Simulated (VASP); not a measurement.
Here is a VASP 6.6.1 calculation.

INCAR

```
SYSTEM = Zn13Cd3Se16
  PREC = Accurate
  ENCUT = 520
  EDIFF = 1E-6
  ISMEAR = -1
  SIGMA = 0.05
  LREAL = Auto
  LASPH = .TRUE.
  NELM = 100
  ALGO = Normal
  ISIF = 2
  LWAVE = .FALSE.
  LCHARG = .FALSE.
  GGA = PS
  ISYM = 0
  NBANDS = 326
  LUSENCCL = .FALSE.
```

File KPOINTS:

```
Automatic mesh
0
Gamma
  1 1 1
  0.25 0.25 0.25
```

File POSCAR:

```
Zn13Cd3Se16
1.0
   11.4333920414      0.0000000000      0.0000000000
    0.0000000000     11.4333920414      0.0000000000
    0.0000000000      0.0000000000     11.4333920414
Zn Cd Se
26 6 32
Direct
    0.9996940000      0.0011100000      0.0043630000
    0.9968190000      0.0028440000      0.4947590000
    0.9988990000      0.5001980000      0.0048110000
    0.4997920000      0.0027300000      0.0028390000
    0.5003030000      0.4976010000      0.0023410000
    0.5017050000      0.4949080000      0.4969680000
    0.2523660000      0.2497940000      0.0027540000
    0.2523790000      0.2498220000      0.4967500000
    0.2501100000      0.7503560000      0.0052380000
    0.7474870000      0.2502080000      0.0026470000
    0.7476570000      0.2498560000      0.4963410000
    0.7501250000      0.7494570000      0.0039870000
    0.7493060000      0.7500650000      0.4942030000
    0.2474710000      0.0018030000      0.2442550000
    0.2498300000      0.0064390000      0.7549580000
    0.2516200000      0.4976390000      0.2448090000
    0.2559020000      0.4942370000      0.7551380000
    0.7515780000      0.0004250000      0.2468420000
    0.7508280000      0.0024620000      0.7520360000
    0.7474550000      0.4987450000      0.2466730000
    0.7447400000      0.4977910000      0.7516660000
    0.9990390000      0.2486240000      0.2473750000
    0.9977870000      0.7518830000      0.2447540000
    0.5003140000      0.2513670000      0.2472950000
    0.4996860000      0.2526500000      0.7529920000
    0.5013690000      0.7475020000      0.2446090000
    0.9993300000      0.4999730000      0.4958000000
    0.5034160000      0.0051800000      0.4975950000
    0.2509930000      0.7510080000      0.4942690000
    0.0021100000      0.2486160000      0.7521300000
    0.9970410000      0.7546790000      0.7557940000
    0.5049480000      0.7469710000      0.7566050000
    0.1238120000      0.1269470000      0.1227490000
    0.1309930000      0.1187090000      0.6158160000
    0.1239520000      0.6253610000      0.1266960000
    0.1326310000      0.6173140000      0.6348300000
    0.6241960000      0.1257140000      0.1267070000
    0.6316950000      0.1340920000      0.6333620000
    0.6242000000      0.6229700000      0.1223310000
    0.6304840000      0.6183620000      0.6157670000
    0.3768760000      0.3735760000      0.1238450000
    0.3761460000      0.3728730000      0.6237600000
    0.3758320000      0.8754730000      0.1257000000
    0.3707740000      0.8823080000      0.6339170000
    0.8737080000      0.3735710000      0.1254950000
    0.8614740000      0.3737870000      0.6245820000
    0.8747300000      0.8755270000      0.1232490000
    0.8667640000      0.8820290000      0.6163440000
    0.3691650000      0.1307950000      0.3637920000
    0.3764280000      0.1276650000      0.8772330000
    0.3825850000      0.6163130000      0.3653170000
    0.3694040000      0.6178950000      0.8856290000
    0.8725470000      0.1270630000      0.3719270000
    0.8693720000      0.1194130000      0.8845150000
    0.8685710000      0.6307040000      0.3635410000
    0.8659290000      0.6166670000      0.8825270000
    0.1309300000      0.3679090000      0.3652490000
    0.1310280000      0.3802520000      0.8853710000
    0.1164940000      0.8817080000      0.3643510000
    0.1322710000      0.8842120000      0.8854990000
    0.6249310000      0.3726620000      0.3712160000
    0.6230430000      0.3745270000      0.8777420000
    0.6292020000      0.8693720000      0.3644910000
    0.6331740000      0.8829250000      0.8848480000
```

Potentials or basis: VASP PAW PBE potentials, release 64 (Zn, Cd, Se).

The run is started by

```bash
$ cat potpaw_PBE.64/Zn/POTCAR potpaw_PBE.64/Cd/POTCAR potpaw_PBE.64/Se/POTCAR > POTCAR
$ mpirun -np 1 vasp_std > vasp.out
```

Problem. What does it give for the largest force?

Solution. 0.073 eV/Å.

Problem. Predict the pressure.

Solution. 0.3 GPa.

Forces in eV/Å, atoms in the order of the input:
```
Zn  -0.019 -0.013 -0.008
Zn  -0.008 -0.023 -0.021
Zn  -0.009 -0.008 -0.011
Zn  -0.016 -0.014 -0.008
Zn  -0.009 -0.020 -0.008
Zn  -0.018 -0.005 -0.019
Zn  -0.007 -0.008 -0.006
Zn  -0.017 -0.001 -0.021
Zn  -0.015 -0.017 -0.012
Zn  -0.016 -0.008 -0.019
Zn  -0.014 -0.011 -0.016
Zn  -0.010 -0.019 -0.005
Zn  -0.012 -0.020 -0.014
Zn  -0.011 -0.011 -0.007
Zn  -0.010 -0.021 -0.019
Zn  -0.015 -0.017 -0.014
Zn  -0.011 -0.031 -0.015
Zn  -0.015 -0.015 -0.008
Zn  -0.002 -0.011 -0.026
Zn  -0.017 -0.011 -0.011
Zn  -0.016 -0.014 -0.019
Zn  -0.014 -0.020 -0.015
Zn  -0.019 -0.022 -0.007
Zn  -0.014 -0.001 -0.011
Zn  -0.013 -0.018 -0.026
Zn  -0.012 -0.013 -0.005
Cd  -0.037 -0.044 -0.039
Cd  -0.003 -0.017 -0.023
Cd  -0.018 -0.024 -0.042
Cd  -0.019 -0.006 -0.017
Cd  -0.023 -0.015 -0.026
Cd  -0.016 -0.034 -0.038
Se   0.010  0.020  0.016
Se   0.036  0.002  0.009
Se   0.013  0.010  0.003
Se   0.030  0.005  0.033
Se   0.015  0.003  0.008
Se   0.017 -0.001  0.018
Se   0.006  0.013  0.009
Se   0.041  0.012  0.014
Se   0.010  0.006  0.007
Se   0.004  0.020  0.032
Se   0.019  0.018  0.007
Se  -0.024  0.046  0.036
Se   0.023  0.015  0.003
Se   0.001  0.040  0.029
Se   0.020  0.014 -0.001
Se   0.000  0.037  0.019
Se  -0.002  0.024  0.012
Se   0.018  0.026  0.016
Se   0.038  0.005  0.014
Se   0.008  0.018  0.048
Se   0.004  0.025  0.016
Se   0.009 -0.005  0.036
Se   0.013  0.053  0.007
Se   0.005  0.011  0.037
Se   0.070 -0.001  0.023
Se   0.017  0.006  0.001
Se   0.007  0.039  0.021
Se   0.003  0.008  0.011
Se   0.014  0.006  0.010
Se   0.001  0.030  0.025
Se   0.030  0.004 -0.001
Se   0.001  0.000  0.019
```

Caveat: the PAW data sets were made with another functional, which shifts forces and pressure a little.
